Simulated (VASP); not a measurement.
A run of VASP 6.6.1 is set up as follows.

File POSCAR:

```
PbS
1.0
    5.0465672894      0.0000000000      0.0000000000
   -2.5232836447      4.3704554746      0.0000000000
    0.0000000000      0.0000000000      6.0564515064
Pb S
2 2
Direct
    0.3333333333      0.6666666667      0.2500000000
    0.6666666667      0.3333333333      0.7500000000
    0.6666666667      0.3333333333      0.2500000000
    0.3333333333      0.6666666667      0.7500000000
```

Contents of INCAR.step1:

```
PREC = Accurate
ENCUT = 520
ISMEAR = 0
SIGMA = 0.01
LREAL = False
LASPH = True
NELM = 80
NBANDS = 28
GGA = PE
ALGO = Normal
EDIFF = 1E-4
LWAVE = True
LCHARG = False
```

Contents of INCAR.step2:

```
PREC = Accurate
ENCUT = 520
EDIFF = 1E-7
ISMEAR = 0
SIGMA = 0.01
LREAL = False
LASPH = True
NELM = 80
ALGO = Normal
ISIF = 2
LWAVE = False
LCHARG = False
METAGGA = R2SCAN
LMIXTAU = True
NBANDS = 28
ISTART = 1
```

File KPOINTS:

```
regular mesh
0
Gamma
  6 6 4
```

Potentials or basis: VASP PAW PBE potentials, release 64 (Pb_d, S).

Run with:

```sh
$ cat potpaw_PBE.64/Pb_d/POTCAR potpaw_PBE.64/S/POTCAR > POTCAR
$ cp INCAR.step1 INCAR
$ mpirun -np 1 vasp_std > vasp.out
$ cp INCAR.step2 INCAR
$ mpirun -np 1 vasp_std > vasp.out
```

**Question.** What does it give for the band gap on the k mesh?

**Answer.** 1.77 eV.

**Question.** What does it give for the pressure?

**Answer.** -1.3 GPa.

Stress tensor (GPa, compression positive):
```
-1.23  0.00  0.00
 0.00 -1.23  0.00
 0.00  0.00 -1.36
```

Caveat: the PAW data sets were made with another functional, which shifts forces and pressure a little; spin-orbit coupling is left out, which moves the levels of the heavy elements. A k mesh can miss the band edges.
